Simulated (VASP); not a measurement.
# PbS (Fm-3m) in VASP: a series of runs

PbS is run at these levels: LDA, PBE; tasks: single point.

Everything below comes from runs of VASP 6.6.1. Logs are shortened: lines on timing, memory, paths and dates and some standing lists are left out, and cuts for length are marked.

## 1. The cell of the first run

Symmetry: Fm-3m, No. 225, cubic system. The conventional cell has a = 5.971 Å, b = 5.971 Å, c = 5.971 Å, α = 90.00°, β = 90.00°, γ = 90.00°. Pb (site symmetry m-3m) has 6 S at 2.99 Å within 3.9 Å. S (site symmetry m-3m) has 6 Pb at 2.99 Å within 3.9 Å.

## 2. Single point, LDA, non-collinear spin, zero start, spin-orbit coupling

INCAR reads:

```
SYSTEM = PbS
PREC = Accurate ; ENCUT = 520
EDIFF = 1E-6 ; ISMEAR = -1
SIGMA = 0.05 ; LREAL = .False.
LASPH = .True. ; NELM = 150
ALGO = Normal ; ISIF = 2
LWAVE = .False. ; LCHARG = .False.
LNONCOLLINEAR = .True. ; MAGMOM = 0 0 0 0 0 0
LORBIT = 11 ; LSORBIT = .True.
GGA_COMPAT = .False. ; LORBMOM = .True.
NBANDS = 32
```

KPOINTS reads:

```
regular mesh
0
Gamma
  8 8 8
  0 0 0
```

POSCAR reads:

```
PbS
1.0
    0.0000000000      2.9853913009      2.9853913009
    2.9853913009      0.0000000000      2.9853913009
    2.9853913009      2.9853913009      0.0000000000
Pb S
1 1
Direct
    0.0000000000      0.0000000000      0.0000000000
    0.5000000000      0.5000000000      0.5000000000
```

Potentials or basis: VASP PAW LDA potentials, release 64 (Pb_d, S).

On the command line:

```console
$ cat potpaw_LDA.64/Pb_d/POTCAR potpaw_LDA.64/S/POTCAR > POTCAR
$ mpirun -np 1 vasp_ncl > vasp.out
```

OUTCAR:

```text
SYSTEM = PbS
   PREC = Accurate
   ENCUT = 520
   EDIFF = 1E-6
   ISMEAR = -1
   LREAL = .False.
   LASPH = .True.
   NELM = 150
   ISIF = 2
   LNONCOLLINEAR = .True.
   LORBIT = 11
   LSORBIT = .True.

 ion  position               nearest neighbor table
   1  0.000  0.000  0.000-   2 2.99   2 2.99   2 2.99   2 2.99   2 2.99   2 2.99
   2  0.500  0.500  0.500-   1 2.99   1 2.99   1 2.99   1 2.99   1 2.99   1 2.99

  LATTYP: Found a face centered cubic cell.
 ALAT       =     5.9707826018

  Lattice vectors:

 A1 = (   0.0000000000,   2.9853913009,   2.9853913009)
 A2 = (   2.9853913009,   0.0000000000,   2.9853913009)
 A3 = (   2.9853913009,   2.9853913009,   0.0000000000)

Analysis of symmetry for initial positions (statically):
=====================================================================
 Subroutine PRICEL returns:
 Original cell was already a primitive cell.

 Routine SETGRP: Setting up the symmetry group for a
 face centered cubic supercell.

 Subroutine GETGRP returns: Found 48 space group operations
 (whereof 48 operations were pure point group operations)
 out of a pool of 48 trial point group operations.

The static configuration has the point symmetry O_h .

Analysis of symmetry for dynamics (positions and initial velocities):
=====================================================================
 Subroutine PRICEL returns:
 Original cell was already a primitive cell.

 Routine SETGRP: Setting up the symmetry group for a
 face centered cubic supercell.

 Subroutine GETGRP returns: Found 48 space group operations
 (whereof 48 operations were pure point group operations)
 out of a pool of 48 trial point group operations.

The dynamic configuration has the point symmetry O_h .

Analysis of structural, dynamic, and magnetic symmetry:
=====================================================================
 Subroutine PRICEL returns:
 Original cell was already a primitive cell.

 Routine SETGRP: Setting up the symmetry group for a
 face centered cubic supercell.

 Subroutine GETGRP returns: Found 48 space group operations
 (whereof 48 operations were pure point group operations)
 out of a pool of 48 trial point group operations.

The overall configuration has the point symmetry O_h .

 Subroutine INISYM returns: Found 48 space group operations
 (whereof 48 operations are pure point group operations),
 and found     1 'primitive' translations

----------------------------------------------------------------------------------------

                                     Primitive cell

  volume of cell :      53.2150

  direct lattice vectors                    reciprocal lattice vectors
     0.000000000  2.985391301  2.985391301    -0.167482233  0.167482233  0.167482233
     2.985391301  0.000000000  2.985391301     0.167482233 -0.167482233  0.167482233
     2.985391301  2.985391301  0.000000000     0.167482233  0.167482233 -0.167482233

  length of vectors
     4.221980867  4.221980867  4.221980867     0.290087736  0.290087736  0.290087736

  position of ions in fractional coordinates (direct lattice)
     0.000000000  0.000000000  0.000000000
     0.500000000  0.500000000  0.500000000

  ion indices of the primitive-cell ions
   primitive index   ion index
                 1           1
                 2           2

----------------------------------------------------------------------------------------

 KPOINTS: regular mesh

Automatic generation of k-mesh.
 Grid dimensions read from file:
 generate k-points for:    8    8    8

 Generating k-lattice:

  Cartesian coordinates                     Fractional coordinates (reciprocal lattice)
    -0.020935279  0.020935279  0.020935279     0.125000000  0.000000000  0.000000000
     0.020935279 -0.020935279  0.020935279     0.000000000  0.125000000  0.000000000
     0.020935279  0.020935279 -0.020935279     0.000000000  0.000000000  0.125000000

  Length of vectors
     0.036260967  0.036260967  0.036260967

[... 96 lines left out ...]

 Free energy of the ion-electron system (eV)
  ---------------------------------------------------
  ext. energy  EPLUGINS =         0.00000000
  ---------------------------------------------------
  free energy    TOTEN  =       -10.35754994 eV

  energy without entropy =      -10.35654489  energy(sigma->0) =      -10.35704742

 E-fermi :   5.2531     XC(G=0):  -9.9383

 val. band max:        5.2201686108   @ k =   0.5000   0.0000   0.0000
 cond. band min:       5.2860317615   @ k =   0.5000   0.0000   0.0000
 fundamental gap:      0.0658631506
 Fermi energy:         5.2531259205

 k-point     1 :       0.0000    0.0000    0.0000
  band No.  band energies     occupation
      1     -12.8787      1.00000
      2     -12.8787      1.00000
      3     -12.8787      1.00000
      4     -12.8787      1.00000
      5     -10.3213      1.00000
      6     -10.3213      1.00000
[... 829 lines left out ...]
     31      16.1818      0.00000
     32      16.1975      0.00000

 [... further k-points ...]

------------------------ aborting loop because EDIFF is reached ----------------------------------------

  FORCE on cell =-STRESS in cart. coord.  units (eV):
  Direction    XX          YY          ZZ          XY          YZ          ZX
  --------------------------------------------------------------------------------------
  -------------------------------------------------------------------------------------
  Total       -1.2851019     -1.2851019     -1.2851019      0.0000000      0.0000000     -0.0000000
  in kB      -38.6913915    -38.6913915    -38.6913915      0.0000000      0.0000000     -0.0000000
  external PRESSURE =     -38.6913915 kB  Pullay stress =       0.0000000 kB

 VOLUME and BASIS-vectors are now :
 -----------------------------------------------------------------------------
  energy-cutoff  :      520.00
  volume of cell :       53.21
      direct lattice vectors                 reciprocal lattice vectors
     0.000000000  2.985391301  2.985391301    -0.167482233  0.167482233  0.167482233
     2.985391301  0.000000000  2.985391301     0.167482233 -0.167482233  0.167482233
     2.985391301  2.985391301  0.000000000     0.167482233  0.167482233 -0.167482233

 POSITION                                       TOTAL-FORCE (eV/Angst)
 -----------------------------------------------------------------------------------
      0.00000      0.00000      0.00000         0.000000      0.000000      0.000000
      2.98539      2.98539      2.98539         0.000000      0.000000     -0.000000
 -----------------------------------------------------------------------------------
    total drift:                                0.000000     -0.000000     -0.000000

  FREE ENERGIE OF THE ION-ELECTRON SYSTEM (eV)
  ---------------------------------------------------
  free  energy   TOTEN  =       -10.3575499389 eV

  energy  without entropy=      -10.3565448919  energy(sigma->0) =      -10.35704742

 orbital moment (x)

 # of ion     p       d       tot
 ----------------------------------------
  1         0.000  -0.000  -0.000
  2         0.000   0.000   0.000
 ----------------------------------------
            0.000  -0.000  -0.000

 orbital moment (y)

 # of ion     p       d       tot
 ----------------------------------------
  1         0.000  -0.000  -0.000
  2         0.000   0.000   0.000
 ----------------------------------------
            0.000  -0.000  -0.000

 orbital moment (z)

 # of ion     p       d       tot
 ----------------------------------------
  1         0.000   0.000   0.000
  2         0.000   0.000   0.000
 ----------------------------------------
            0.000   0.000   0.000

 Spin-Orbit-Coupling matrix elements

 Ion:    1  E_soc:     -0.8263312
 l=   1
     0.0000000    -0.0695703    -0.0695703
    -0.0695703     0.0000000    -0.0695703
    -0.0695703    -0.0695703     0.0000000
 l=   2
     0.0000000    -0.0137380     0.0000000    -0.0137380    -0.0544136
    -0.0137380     0.0000000    -0.0408102    -0.0137380    -0.0136034
     0.0000000    -0.0408102     0.0000000    -0.0408102     0.0000000
    -0.0137380    -0.0137380    -0.0408102     0.0000000    -0.0136034
    -0.0544136    -0.0136034     0.0000000    -0.0136034     0.0000000
 l=   3
     0.0000000     0.0000000     0.0000000     0.0000000     0.0000000     0.0000000     0.0000000
     0.0000000     0.0000000     0.0000000     0.0000000     0.0000000     0.0000000     0.0000000
     0.0000000     0.0000000     0.0000000     0.0000000     0.0000000     0.0000000     0.0000000
     0.0000000     0.0000000     0.0000000     0.0000000     0.0000000     0.0000000     0.0000000
     0.0000000     0.0000000     0.0000000     0.0000000     0.0000000     0.0000000     0.0000000
     0.0000000     0.0000000     0.0000000     0.0000000     0.0000000     0.0000000     0.0000000
     0.0000000     0.0000000     0.0000000     0.0000000     0.0000000     0.0000000     0.0000000

 Ion:    2  E_soc:     -0.0043021
 l=   1
     0.0000000    -0.0007170    -0.0007170
    -0.0007170     0.0000000    -0.0007170
    -0.0007170    -0.0007170     0.0000000
 l=   2
     0.0000000     0.0000000     0.0000000     0.0000000     0.0000000
     0.0000000     0.0000000     0.0000000     0.0000000     0.0000000
     0.0000000     0.0000000     0.0000000     0.0000000     0.0000000
     0.0000000     0.0000000     0.0000000     0.0000000     0.0000000
     0.0000000     0.0000000     0.0000000     0.0000000     0.0000000
 l=   3
     0.0000000     0.0000000     0.0000000     0.0000000     0.0000000     0.0000000     0.0000000
     0.0000000     0.0000000     0.0000000     0.0000000     0.0000000     0.0000000     0.0000000
     0.0000000     0.0000000     0.0000000     0.0000000     0.0000000     0.0000000     0.0000000
     0.0000000     0.0000000     0.0000000     0.0000000     0.0000000     0.0000000     0.0000000
     0.0000000     0.0000000     0.0000000     0.0000000     0.0000000     0.0000000     0.0000000
     0.0000000     0.0000000     0.0000000     0.0000000     0.0000000     0.0000000     0.0000000
     0.0000000     0.0000000     0.0000000     0.0000000     0.0000000     0.0000000     0.0000000

 total charge

# of ion       s       p       d       tot
------------------------------------------
    1        1.470   0.539   9.840  11.849
    2        1.355   2.295   0.000   3.650
--------------------------------------------------
tot          2.825   2.834   9.840  15.499

 magnetization (x)

# of ion       s       p       d       tot
------------------------------------------
    1       -0.000  -0.000  -0.000  -0.000
    2        0.000   0.000   0.000   0.000
--------------------------------------------------
tot         -0.000  -0.000  -0.000  -0.000

 magnetization (y)

# of ion       s       p       d       tot
------------------------------------------
    1       -0.000  -0.000  -0.000  -0.000
    2        0.000   0.000   0.000   0.000
--------------------------------------------------
tot         -0.000  -0.000  -0.000  -0.000

 magnetization (z)

# of ion       s       p       d       tot
------------------------------------------
    1        0.000   0.000  -0.000   0.000
    2        0.000   0.000   0.000   0.000
--------------------------------------------------
tot          0.000   0.000  -0.000   0.000
```

It took 75 s on 1 thread of Intel Xeon Platinum 8259CL at 2.50GHz (Skylake/Cascade Lake), shared host; peak memory 0.28 GiB.

Results:

```yaml
Free_energy: -10.3575 eV
Pressure: -3.9 GPa
Net_moment: 0.00 μB per cell
Valence_electrons_inside_the_program's_atomic_spheres: Pb 11.85; S 3.65
```

Moments on the atoms (μB; x, y, z):
```
Pb  0.00 0.00 0.00
S   0.00 0.00 0.00
```

Caveat: the cell stands under tension.

[end of part 1 of 2]
